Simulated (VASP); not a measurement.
# Hg (P6_3/mmc) in VASP: single point with PBEsol

Aim: the single point of Hg with PBEsol.

All numbers are computed with VASP 6.6.1; they aren't measurements. Logs are shortened: lines on timing, memory, paths and dates and some standing lists are left out, and cuts for length are marked.

**1. The cell of the first run**

The structure is hexagonal, space group P6_3/mmc (No. 194). Conventional cell: a = 2.435 Å, b = 2.435 Å, c = 3.966 Å, α = 90.00°, β = 90.00°, γ = 120.00°. Within 3.2 Å of Hg (site symmetry -6m2) lie 12 Hg at 2.43 to 2.44 Å.

**2. Single point, PBEsol (10.19 Å³/atom)**

The input, INCAR:

```
PREC = Accurate ; ENCUT = 550
EDIFF = 1E-6 ; ISMEAR = -1
SIGMA = 0.08 ; LREAL = False
LASPH = True ; NELM = 120
ALGO = Normal ; ISIF = 2
LWAVE = False ; LCHARG = False
GGA = PS ; NBANDS = 27
GGA_COMPAT = False
```

The input, KPOINTS:

```
Automatic mesh
0
Gamma
  15 15 8
```

The input, POSCAR:

```
Hg
1.0
    2.4354398003      0.0000000000      0.0000000000
   -1.2177199001      2.1091527365      0.0000000000
    0.0000000000      0.0000000000      3.9661803417
Hg
2
Direct
    0.3333333333      0.6666666667      0.2500000000
    0.6666666667      0.3333333333      0.7500000000
```

Potentials or basis: VASP PAW PBE potentials, release 64 (Hg_sv_GW).

Run with:

```console
cat potpaw_PBE.64/Hg_sv_GW/POTCAR > POTCAR
mpirun -np 1 vasp_std > vasp.out
```

OUTCAR:

```text
PREC = Accurate
   ENCUT = 550
   EDIFF = 1E-6
   ISMEAR = -1
   LREAL = False
   LASPH = True
   NELM = 120
   ISIF = 2
   GGA = PS

 ion  position               nearest neighbor table
   1  0.333  0.667  0.250-   2 2.43   2 2.43   2 2.43   2 2.43   2 2.43   2 2.43
   2  0.667  0.333  0.750-   1 2.43   1 2.43   1 2.43   1 2.43   1 2.43   1 2.43

  LATTYP: Found a hexagonal cell.
 ALAT       =     2.4354398003
 C/A-ratio  =     1.6285273572

  Lattice vectors:

 A1 = (   2.4354398003,   0.0000000000,   0.0000000000)
 A2 = (  -1.2177199001,   2.1091527365,   0.0000000000)
 A3 = (   0.0000000000,   0.0000000000,   3.9661803417)

Analysis of symmetry for initial positions (statically):
=====================================================================
 Subroutine PRICEL returns:
 Original cell was already a primitive cell.

 Routine SETGRP: Setting up the symmetry group for a
 hexagonal supercell.

 Subroutine GETGRP returns: Found 24 space group operations
 (whereof 12 operations were pure point group operations)
 out of a pool of 24 trial point group operations.

The static configuration has the point symmetry D_3d.
 The point group associated with its full space group is D_6h.

Analysis of symmetry for dynamics (positions and initial velocities):
=====================================================================
 Subroutine PRICEL returns:
 Original cell was already a primitive cell.

 Routine SETGRP: Setting up the symmetry group for a
 hexagonal supercell.

 Subroutine GETGRP returns: Found 24 space group operations
 (whereof 12 operations were pure point group operations)
 out of a pool of 24 trial point group operations.

The dynamic configuration has the point symmetry D_3d.
 The point group associated with its full space group is D_6h.

 Subroutine INISYM returns: Found 24 space group operations
 (whereof 12 operations are pure point group operations),
 and found     1 'primitive' translations

----------------------------------------------------------------------------------------

                                     Primitive cell

  volume of cell :      20.3731

  direct lattice vectors                    reciprocal lattice vectors
     2.435439800  0.000000000  0.000000000     0.410603456  0.237062016  0.000000000
    -1.217719900  2.109152737  0.000000000     0.000000000  0.474124032  0.000000000
     0.000000000  0.000000000  3.966180342     0.000000000  0.000000000  0.252131752

  length of vectors
     2.435439800  2.435439800  3.966180342     0.474124032  0.474124032  0.252131752

  position of ions in fractional coordinates (direct lattice)
     0.333333333  0.666666667  0.250000000
     0.666666667  0.333333333  0.750000000

  ion indices of the primitive-cell ions
   primitive index   ion index
                 1           1
                 2           2

----------------------------------------------------------------------------------------

 KPOINTS: Automatic mesh

Automatic generation of k-mesh.
 Grid dimensions read from file:
 generate k-points for:   15   15    8

 Generating k-lattice:

  Cartesian coordinates                     Fractional coordinates (reciprocal lattice)
     0.027373564  0.015804134  0.000000000     0.066666667  0.000000000  0.000000000
     0.000000000  0.031608269  0.000000000     0.000000000  0.066666667  0.000000000
     0.000000000  0.000000000  0.031516469     0.000000000  0.000000000  0.125000000

  Length of vectors
     0.031608269  0.031608269  0.031516469

  Shift w.r.t. Gamma in fractional coordinates (k-lattice)
     0.000000000  0.000000000  0.000000000

 Subroutine IBZKPT returns following result:
 ===========================================

 Found    135 irreducible k-points:

 Following reciprocal coordinates:
            Coordinates               Weight
  0.000000  0.000000  0.000000      1.000000
  0.066667  0.000000  0.000000      6.000000
  0.133333  0.000000  0.000000      6.000000
  0.200000  0.000000  0.000000      6.000000
  0.266667  0.000000  0.000000      6.000000
  0.333333  0.000000  0.000000      6.000000
[... 16 lines left out ...]
  0.333333  0.200000  0.000000     12.000000
  0.400000  0.200000  0.000000      6.000000
 [... further k-points ...]
   k-points           NKPTS =    135   k-points in BZ     NKDIM =    135   number of bands    NBANDS=     27
   number of dos      NEDOS =    301   number of ions     NIONS =      2
   total plane-waves  NPLWV =  12000
   dimension x,y,z NGX =    20 NGY =   20 NGZ =   30
   dimension x,y,z NGXF=    40 NGYF=   40 NGZF=   60
   ions per type =               2
   NGX,Y,Z   is equivalent  to a cutoff of  13.65, 13.65, 12.57 a.u.
   NGXF,Y,Z  is equivalent  to a cutoff of  27.30, 27.30, 25.15 a.u.
 SYSTEM =  unknown system
   PREC   = accura    normal or accurate (medium, high low for compatibility)
   ISTART =      0    job   : 0-new  1-cont  2-samecut
   ICHARG =      2    charge: 1-file 2-atom 10-const
   ISPIN  =      1    spin polarized calculation?
   LNONCOLLINEAR =      F non collinear calculations
   LSORBIT =      F    spin-orbit coupling
   LASPH  =      T    aspherical Exc in radial PAW
   ENCUT  =  550.0 eV  40.42 Ry    6.36 a.u.   4.66  4.66  7.58*2*pi/ulx,y,z
   NELM   =    120;   NELMIN=  2; NELMDL= -5     # of ELM steps
   EDIFF  = 0.1E-05   stopping-criterion for ELM
   LREAL  =      F    real-space projection
   EDIFFG = 0.1E-04   stopping-criterion for IOM
   NSW    =      0    number of steps for IOM
   IBRION =     -1    ionic relax: 0-MD 1-quasi-New 2-CG
   NFREE  =      0    steps in history (QN), initial steepest desc. (CG)
   ISIF   =      2    stress and relaxation
   ISYM   =      2    0-nonsym 1-usesym 2-fastsym
   POTIM  = 0.5000    time-step for ionic-motion
   TEBEG  =    0.0;   TEEND  =   0.0 temperature during run
   PSTRESS=    0.0 pullay stress
   NELECT =      40.0000    total number of electrons
   NUPDOWN=      -1.0000    fix difference up-down
   EMIN   =  10.00;   EMAX   =-10.00  energy-range for DOS
   EFERMI =   0.00;   METHOD = LEGACY
   ISMEAR =    -1;   SIGMA  =   0.08  broadening in eV -4-tet -1-fermi 0-gaus
   EFERMI_NEDOS =   21; number of points for ismear=-14 and -15
   IALGO  =     38    algorithm
   IMIX   =      4    mixing-type and parameters
     AMIX     =   0.40;   BMIX     =  1.00
     AMIX_MAG =   1.60;   BMIX_MAG =  1.00
  volume/ion in A,a.u.               =      10.19        68.74
  Fermi-wavevector in a.u.,A,eV,Ry     =   2.049945  3.873834 57.175413  4.202274
  Thomas-Fermi vector in A             =   3.052987
   LORBIT       =      0    0 simple, 1 ext, 2 COOP (PROOUT), +10 PAW based schemes
   GGA     = PS    functional components
   LHFCALC =     F    Hartree Fock is set to
   AEXX    =    0.0000 exact exchange contribution
   IVDW    =     0    specifies the selected vdW correction
   LEPSILON=     F    determine dielectric tensor
   LRPA    =     F    only Hartree local field effects (RPA)
 non-spin polarized calculation
  energy-cutoff  :      550.00
  volume of cell :       20.37
 maximum number of plane-waves:       610
 NGX is ok and might be reduce to    20
   NGX =  9   NGY =  9   NGZ = 15

 number of electron      40.0000008 magnetization

 Free energy of the ion-electron system (eV)
  ---------------------------------------------------
  ext. energy  EPLUGINS =         0.00000000
  ---------------------------------------------------
  free energy    TOTEN  =        14.37650030 eV

  energy without entropy =       14.38293647  energy(sigma->0) =       14.37971838

 E-fermi :  23.7015     XC(G=0): -17.2559

 val. band max:       23.6782082191   @ k =   0.0667   0.0000   0.0000
 cond. band min:      23.7078436546   @ k =   0.0000   0.0000   0.0000
 fundamental gap:      0.0296354355
 Fermi energy:        23.7014838208

 k-point     1 :       0.0000    0.0000    0.0000
  band No.  band energies     occupation
      1     -97.3022      2.00000
      2     -97.1955      2.00000
      3     -46.4098      2.00000
      4     -45.4338      2.00000
      5     -45.4338      2.00000
      6     -45.2719      2.00000
[... 19 lines left out ...]
     26      41.3981      0.00000
     27      41.5307      0.00000

 k-point     2 :       0.0667    0.0000    0.0000
  band No.  band energies     occupation
      1     -97.2981      2.00000
      2     -97.1935      2.00000
      3     -46.3939      2.00000
      4     -45.4715      2.00000
      5     -45.4458      2.00000
      6     -45.3113      2.00000
[... 19 lines left out ...]
     26      40.4201      0.00000
     27      40.6121      0.00000

 k-point     3 :       0.1333    0.0000    0.0000
  band No.  band energies     occupation
      1     -97.2867      2.00000
      2     -97.1881      2.00000
      3     -46.3480      2.00000
      4     -45.5781      2.00000
      5     -45.4794      2.00000
      6     -45.4206      2.00000
[... 19 lines left out ...]
     26      38.4897      0.00000
     27      38.7109      0.00000

 k-point     4 :       0.2000    0.0000    0.0000
  band No.  band energies     occupation
      1     -97.2694      2.00000
      2     -97.1805      2.00000
      3     -46.2762      2.00000
      4     -45.7348      2.00000
      5     -45.5785      2.00000
      6     -45.5275      2.00000
[... 19 lines left out ...]
     26      36.8737      0.00000
     27      38.8609      0.00000
[... 516 lines left out ...]
      4     -46.0247      2.00000
      5     -45.9635      2.00000
      6     -45.7420      2.00000
[... 19 lines left out ...]
     26      36.1596      0.00000
     27      38.0947      0.00000

 k-point    23 :       0.3333    0.2000    0.0000
  band No.  band energies     occupation
      1     -97.1910      2.00000
      2     -97.1622      2.00000
      3     -46.1795      2.00000
      4     -46.0361      2.00000
      5     -45.8773      2.00000
      6     -45.8203      2.00000
[... 19 lines left out ...]
     26      35.4369      0.00000
     27      36.6048      0.00000

 k-point    24 :       0.4000    0.2000    0.0000
  band No.  band energies     occupation
      1     -97.1851      2.00000
      2     -97.1632      2.00000
      3     -46.2057      2.00000
      4     -46.0340      2.00000
      5     -45.8551      2.00000
      6     -45.8356      2.00000
[... 19 lines left out ...]
     26      35.0087      0.00000
     27      36.0115      0.00000

 [... further k-points ...]

------------------------ aborting loop because EDIFF is reached ----------------------------------------

  FORCE on cell =-STRESS in cart. coord.  units (eV):
  Direction    XX          YY          ZZ          XY          YZ          ZX
  --------------------------------------------------------------------------------------
  -------------------------------------------------------------------------------------
  Total       60.4390580     60.4390580     60.3647489      0.0000000     -0.0000000      0.0000000
  in kB     4753.0280982   4753.0280985   4747.1843048      0.0000001     -0.0000000      0.0000000
  external PRESSURE =    4751.0801672 kB  Pullay stress =       0.0000000 kB

 VOLUME and BASIS-vectors are now :
 -----------------------------------------------------------------------------
  energy-cutoff  :      550.00
  volume of cell :       20.37
      direct lattice vectors                 reciprocal lattice vectors
     2.435439800  0.000000000  0.000000000     0.410603456  0.237062016  0.000000000
    -1.217719900  2.109152737  0.000000000     0.000000000  0.474124032  0.000000000
     0.000000000  0.000000000  3.966180342     0.000000000  0.000000000  0.252131752

 POSITION                                       TOTAL-FORCE (eV/Angst)
 -----------------------------------------------------------------------------------
     -0.00000      1.40610      0.99155        -0.000000      0.000000      0.000000
      1.21772      0.70305      2.97464         0.000000     -0.000000      0.000000
 -----------------------------------------------------------------------------------
    total drift:                               -0.000000      0.000000     -0.000000

  FREE ENERGIE OF THE ION-ELECTRON SYSTEM (eV)
  ---------------------------------------------------
  free  energy   TOTEN  =        14.3765002979 eV

  energy  without entropy=       14.3829364675  energy(sigma->0) =       14.37971838
```

It took 36 s on 1 thread of AMD EPYC 9R45 (Zen 5), shared host; peak memory 0.17 GiB.

Results:

```yaml
Free_energy: 14.3765 eV
Pressure: 475.1 GPa
Band_gap_on_the_k_mesh: zero (bands 20 and 21 overlap by 2.14 eV)
```

Caveat: the cell stands under pressure; the PAW data sets were made with another functional, which shifts forces and pressure a little; spin-orbit coupling is left out, which moves the levels of the heavy elements.

The gap in the log of VASP goes by the Fermi energy; the results here count the filled bands.